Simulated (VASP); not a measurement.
# Ti2Hg (F-43m) in VASP: single point with PBE

Aim: the single point of Ti2Hg with PBE.

Program: VASP 6.6.1. These are calculated values, not measurements. Logs are shortened: lines on timing, memory, paths and dates and some standing lists are left out, and cuts for length are marked.

## (1) The cell of the first run

It takes space group F-43m (No. 216, cubic). Conventional cell: a = 7.984 Å, b = 7.984 Å, c = 7.984 Å, α = 90.00°, β = 90.00°, γ = 90.00°. Ti (site symmetry 3m) has 3 Ti at 2.13 Å and 1 Hg at 2.16 Å within 2.8 Å. Within 4.5 Å of Hg (site symmetry -43m) lie 12 Ti at 3.41 Å and 4 Hg at 3.46 Å. Hg (site symmetry -43m) has 4 Ti at 2.16 Å within 2.9 Å.

The cell was generated, and may not be a known phase.

## (2) Single point, PBE

The input, INCAR:

```
SYSTEM = Ti2Hg
  PREC = Accurate
  ENCUT = 520
  EDIFF = 1E-6
  ISMEAR = 0
  SIGMA = 0.1
  LREAL = .FALSE.
  LASPH = .TRUE.
  NELM = 60
  ALGO = Fast
  ISIF = 2
  LWAVE = .FALSE.
  LCHARG = .FALSE.
  GGA = PE
  NBANDS = 45
```

The input, KPOINTS:

```
Automatic mesh
0
G
  4 4 4
  0 0 0
```

The input, POSCAR:

```
Ti2Hg
1.0
    0.0000000000      3.9922478600      3.9922478600
    3.9922478600      0.0000000000      3.9922478600
    3.9922478600      3.9922478600      0.0000000000
Ti Hg
4 2
Direct
    0.1558933300      0.1558933300      0.1558933300
    0.1558933300      0.1558933300      0.5323200200
    0.1558933300      0.5323200200      0.1558933300
    0.5323200200      0.1558933300      0.1558933300
    0.7500000000      0.7500000000      0.7500000000
    0.0000000000      0.0000000000      0.0000000000
```

Potentials or basis: VASP PAW PBE potentials, release 64 (Ti_sv, Hg).

Command:

```bash
> cat potpaw_PBE.64/Ti_sv/POTCAR potpaw_PBE.64/Hg/POTCAR > POTCAR
> mpirun -np 1 vasp_std > vasp.out
```

OUTCAR:

```text
SYSTEM = Ti2Hg
   PREC = Accurate
   ENCUT = 520
   EDIFF = 1E-6
   ISMEAR = 0
   LREAL = .FALSE.
   LASPH = .TRUE.
   NELM = 60
   ISIF = 2
   GGA = PE

 ion  position               nearest neighbor table
   1  0.156  0.156  0.156-   2 2.13   3 2.13   4 2.13   6 2.16
   2  0.156  0.156  0.532-   1 2.13   3 2.13   4 2.13   6 2.16
   3  0.156  0.532  0.156-   1 2.13   2 2.13   4 2.13   6 2.16
   4  0.532  0.156  0.156-   1 2.13   2 2.13   3 2.13   6 2.16
   5  0.750  0.750  0.750-   6 3.46   6 3.46   6 3.46   6 3.46
   6  0.000  0.000  0.000-   2 2.16   3 2.16   4 2.16   1 2.16   5 3.46   5 3.46   5 3.46   5 3.46

  LATTYP: Found a face centered cubic cell.
 ALAT       =     7.9844957200

  Lattice vectors:

 A1 = (   0.0000000000,   3.9922478600,   3.9922478600)
 A2 = (   3.9922478600,   0.0000000000,   3.9922478600)
 A3 = (   3.9922478600,   3.9922478600,   0.0000000000)

Analysis of symmetry for initial positions (statically):
=====================================================================
 Subroutine PRICEL returns:
 Original cell was already a primitive cell.

 Routine SETGRP: Setting up the symmetry group for a
 face centered cubic supercell.

 Subroutine GETGRP returns: Found 24 space group operations
 (whereof 24 operations were pure point group operations)
 out of a pool of 48 trial point group operations.

The static configuration has the point symmetry T_d .

Analysis of symmetry for dynamics (positions and initial velocities):
=====================================================================
 Subroutine PRICEL returns:
 Original cell was already a primitive cell.

 Routine SETGRP: Setting up the symmetry group for a
 face centered cubic supercell.

 Subroutine GETGRP returns: Found 24 space group operations
 (whereof 24 operations were pure point group operations)
 out of a pool of 48 trial point group operations.

The dynamic configuration has the point symmetry T_d .

 Subroutine INISYM returns: Found 24 space group operations
 (whereof 24 operations are pure point group operations),
 and found     1 'primitive' translations

----------------------------------------------------------------------------------------

                                     Primitive cell

  volume of cell :     127.2572

  direct lattice vectors                    reciprocal lattice vectors
     0.000000000  3.992247860  3.992247860    -0.125242725  0.125242725  0.125242725
     3.992247860  0.000000000  3.992247860     0.125242725 -0.125242725  0.125242725
     3.992247860  3.992247860  0.000000000     0.125242725  0.125242725 -0.125242725

  length of vectors
     5.645891068  5.645891068  5.645891068     0.216926763  0.216926763  0.216926763

  position of ions in fractional coordinates (direct lattice)
     0.155893330  0.155893330  0.155893330
     0.155893330  0.155893330  0.532320020
     0.155893330  0.532320020  0.155893330
     0.532320020  0.155893330  0.155893330
     0.750000000  0.750000000  0.750000000
     0.000000000  0.000000000  0.000000000

  ion indices of the primitive-cell ions
   primitive index   ion index
                 1           1
                 2           2
                 3           3
                 4           4
                 5           5
                 6           6

----------------------------------------------------------------------------------------

 KPOINTS: Automatic mesh

Automatic generation of k-mesh.
 Grid dimensions read from file:
 generate k-points for:    4    4    4

 Generating k-lattice:

  Cartesian coordinates                     Fractional coordinates (reciprocal lattice)
    -0.031310681  0.031310681  0.031310681     0.250000000  0.000000000  0.000000000
     0.031310681 -0.031310681  0.031310681     0.000000000  0.250000000  0.000000000
     0.031310681  0.031310681 -0.031310681     0.000000000  0.000000000  0.250000000

  Length of vectors
     0.054231691  0.054231691  0.054231691

  Shift w.r.t. Gamma in fractional coordinates (k-lattice)
     0.000000000  0.000000000  0.000000000

 Subroutine IBZKPT returns following result:
 ===========================================

 Found      8 irreducible k-points:

 Following reciprocal coordinates:
            Coordinates               Weight
  0.000000  0.000000  0.000000      1.000000
  0.250000  0.000000  0.000000      8.000000
  0.500000  0.000000  0.000000      4.000000
  0.250000  0.250000  0.000000      6.000000
  0.500000  0.250000  0.000000     24.000000
 -0.250000  0.250000  0.000000     12.000000
  0.500000  0.500000  0.000000      3.000000
 -0.250000  0.500000  0.250000      6.000000
   k-points           NKPTS =      8   k-points in BZ     NKDIM =      8   number of bands    NBANDS=     45
   number of dos      NEDOS =    301   number of ions     NIONS =      6
   total plane-waves  NPLWV =  74088
   dimension x,y,z NGX =    42 NGY =   42 NGZ =   42
   dimension x,y,z NGXF=    84 NGYF=   84 NGZF=   84
   ions per type =               4   2
   NGX,Y,Z   is equivalent  to a cutoff of  12.37, 12.37, 12.37 a.u.
   NGXF,Y,Z  is equivalent  to a cutoff of  24.73, 24.73, 24.73 a.u.
 SYSTEM =  Ti2Hg
   PREC   = accura    normal or accurate (medium, high low for compatibility)
   ISTART =      0    job   : 0-new  1-cont  2-samecut
   ICHARG =      2    charge: 1-file 2-atom 10-const
   ISPIN  =      1    spin polarized calculation?
   LNONCOLLINEAR =      F non collinear calculations
   LSORBIT =      F    spin-orbit coupling
   LASPH  =      T    aspherical Exc in radial PAW
   ENCUT  =  520.0 eV  38.22 Ry    6.18 a.u.  10.50 10.50 10.50*2*pi/ulx,y,z
   NELM   =     60;   NELMIN=  2; NELMDL= -5     # of ELM steps
   EDIFF  = 0.1E-05   stopping-criterion for ELM
   LREAL  =      F    real-space projection
[... 7 lines left out ...]
   TEBEG  =    0.0;   TEEND  =   0.0 temperature during run
   PSTRESS=    0.0 pullay stress
   NELECT =      72.0000    total number of electrons
   NUPDOWN=      -1.0000    fix difference up-down
   EMIN   =  10.00;   EMAX   =-10.00  energy-range for DOS
   EFERMI =   0.00;   METHOD = LEGACY
   ISMEAR =     0;   SIGMA  =   0.10  broadening in eV -4-tet -1-fermi 0-gaus
   EFERMI_NEDOS =   21; number of points for ismear=-14 and -15
   IALGO  =     68    algorithm
   IMIX   =      4    mixing-type and parameters
     AMIX     =   0.40;   BMIX     =  1.00
     AMIX_MAG =   1.60;   BMIX_MAG =  1.00
  volume/ion in A,a.u.               =      21.21       143.13
  Fermi-wavevector in a.u.,A,eV,Ry     =   1.354019  2.558725 24.944487  1.833368
  Thomas-Fermi vector in A             =   2.481226
   LORBIT       =      0    0 simple, 1 ext, 2 COOP (PROOUT), +10 PAW based schemes
   GGA     = PE    functional components
   LHFCALC =     F    Hartree Fock is set to
   AEXX    =    0.0000 exact exchange contribution
   IVDW    =     0    specifies the selected vdW correction
   LEPSILON=     F    determine dielectric tensor
   LRPA    =     F    only Hartree local field effects (RPA)
 non-spin polarized calculation
 RMM-DIIS sequential band-by-band and
 Gauss-broadening in eV      SIGMA  =   0.10
  energy-cutoff  :      520.00
  volume of cell :      127.26
 maximum number of plane-waves:      3479
 NGX is ok and might be reduce to    42
   NGX = 21   NGY = 21   NGZ = 21

 number of electron      72.0000000 magnetization

 Free energy of the ion-electron system (eV)
  ---------------------------------------------------
  ext. energy  EPLUGINS =         0.00000000
  ---------------------------------------------------
  free energy    TOTEN  =       -14.80256775 eV

  energy without entropy =      -14.72522355  energy(sigma->0) =      -14.76389565

 E-fermi :   5.1505     XC(G=0): -10.2719

 val. band max:        5.1184830010   @ k =  -0.2500   0.2500   0.0000
 cond. band min:       5.1670461617   @ k =   0.5000   0.5000   0.0000
 fundamental gap:      0.0485631607
 Fermi energy:         5.1504813860

 k-point     1 :       0.0000    0.0000    0.0000
  band No.  band energies     occupation
      1     -51.8095      2.00000
      2     -50.7268      2.00000
      3     -50.7268      2.00000
      4     -50.7268      2.00000
      5     -30.0272      2.00000
      6     -28.3381      2.00000
[... 37 lines left out ...]
     44       8.3600      0.00000
     45       8.3601      0.00000

 k-point     2 :       0.2500    0.0000    0.0000
  band No.  band energies     occupation
      1     -51.8068      2.00000
      2     -50.7301      2.00000
      3     -50.7268      2.00000
      4     -50.7268      2.00000
      5     -30.0071      2.00000
      6     -28.3478      2.00000
[... 37 lines left out ...]
     44       8.3418      0.00000
     45       8.3769      0.00000

 k-point     3 :       0.5000    0.0000    0.0000
  band No.  band energies     occupation
      1     -51.8041      2.00000
      2     -50.7335      2.00000
      3     -50.7268      2.00000
      4     -50.7268      2.00000
      5     -29.9866      2.00000
      6     -28.3580      2.00000
[... 37 lines left out ...]
     44       7.9474      0.00000
     45       8.2472      0.00000

 k-point     4 :       0.2500    0.2500    0.0000
  band No.  band energies     occupation
      1     -51.8059      2.00000
      2     -50.7312      2.00000
      3     -50.7268      2.00000
      4     -50.7268      2.00000
      5     -30.0003      2.00000
      6     -28.3518      2.00000
[... 37 lines left out ...]
     44       8.2715      0.00000
     45       8.4832      0.00000

 k-point     5 :       0.5000    0.2500    0.0000
  band No.  band energies     occupation
      1     -51.8032      2.00000
      2     -50.7346      2.00000
      3     -50.7268      2.00000
      4     -50.7268      2.00000
      5     -29.9797      2.00000
      6     -28.3577      2.00000
[... 37 lines left out ...]
     44       7.8097      0.00000
     45       8.2712      0.00000

 k-point     6 :      -0.2500    0.2500    0.0000
  band No.  band energies     occupation
      1     -51.8041      2.00000
      2     -50.7335      2.00000
      3     -50.7268      2.00000
      4     -50.7268      2.00000
      5     -29.9866      2.00000
      6     -28.3525      2.00000
[... 37 lines left out ...]
     44       8.1792      0.00000
     45       8.2794      0.00000

 k-point     7 :       0.5000    0.5000    0.0000
  band No.  band energies     occupation
      1     -51.8022      2.00000
      2     -50.7357      2.00000
      3     -50.7268      2.00000
      4     -50.7268      2.00000
      5     -29.9728      2.00000
      6     -28.3660      2.00000
[... 37 lines left out ...]
     44       7.8160      0.00000
     45       8.2892      0.00000

 k-point     8 :      -0.2500    0.5000    0.2500
  band No.  band energies     occupation
      1     -51.8022      2.00000
      2     -50.7357      2.00000
      3     -50.7268      2.00000
      4     -50.7268      2.00000
      5     -29.9728      2.00000
      6     -28.3564      2.00000
[... 37 lines left out ...]
     44       8.0866      0.00000
     45       8.1283      0.00000

------------------------ aborting loop because EDIFF is reached ----------------------------------------

  FORCE on cell =-STRESS in cart. coord.  units (eV):
  Direction    XX          YY          ZZ          XY          YZ          ZX
  --------------------------------------------------------------------------------------
  -------------------------------------------------------------------------------------
  Total       32.2618252     32.2618252     32.2618252      0.0000000      0.0000000      0.0000000
  in kB      406.1785919    406.1785919    406.1785919      0.0000000      0.0000000      0.0000000
  external PRESSURE =     406.1785919 kB  Pullay stress =       0.0000000 kB

 VOLUME and BASIS-vectors are now :
 -----------------------------------------------------------------------------
  energy-cutoff  :      520.00
  volume of cell :      127.26
      direct lattice vectors                 reciprocal lattice vectors
     0.000000000  3.992247860  3.992247860    -0.125242725  0.125242725  0.125242725
     3.992247860  0.000000000  3.992247860     0.125242725 -0.125242725  0.125242725
     3.992247860  3.992247860  0.000000000     0.125242725  0.125242725 -0.125242725

 POSITION                                       TOTAL-FORCE (eV/Angst)
 -----------------------------------------------------------------------------------
      1.24473      1.24473      1.24473         0.815463      0.815463      0.815463
      2.74752      2.74752      1.24473        -0.815463     -0.815463      0.815463
      2.74752      1.24473      2.74752        -0.815463      0.815463     -0.815463
      1.24473      2.74752      2.74752         0.815463     -0.815463     -0.815463
      5.98837      5.98837      5.98837        -0.000000     -0.000000     -0.000000
      0.00000      0.00000      0.00000        -0.000000     -0.000000     -0.000000
 -----------------------------------------------------------------------------------
    total drift:                               -0.000157     -0.000157     -0.000157

  FREE ENERGIE OF THE ION-ELECTRON SYSTEM (eV)
  ---------------------------------------------------
  free  energy   TOTEN  =       -14.8025677480 eV

  energy  without entropy=      -14.7252235530  energy(sigma->0) =      -14.76389565
```

Run time: 3.6 min. Hardware: 1 thread of AMD EPYC 7R13 (Zen 3), shared host; peak memory 0.24 GiB.

What came out:

| Item | Value |
| --- | --- |
| Free energy | -14.8026 eV |
| Pressure | 40.6 GPa |
| Largest force | 1.412 eV/Å |
| Band gap on the k mesh | zero (bands 36 and 37 overlap by 0.21 eV) |

Forces in eV/Å, atoms in the order of the input:
```
Ti   0.815  0.815  0.815
Ti  -0.815 -0.815  0.815
Ti  -0.815  0.815 -0.815
Ti   0.815 -0.815 -0.815
Hg   0.000  0.000  0.000
Hg   0.000  0.000  0.000
```

Caveat: the cell stands under pressure; spin-orbit coupling is left out, which moves the levels of the heavy elements; forces of over 1 eV/Å act on the atoms, so gaps and moduli don't describe the material at rest.

The gap in the log of VASP goes by the Fermi energy; the results here count the filled bands.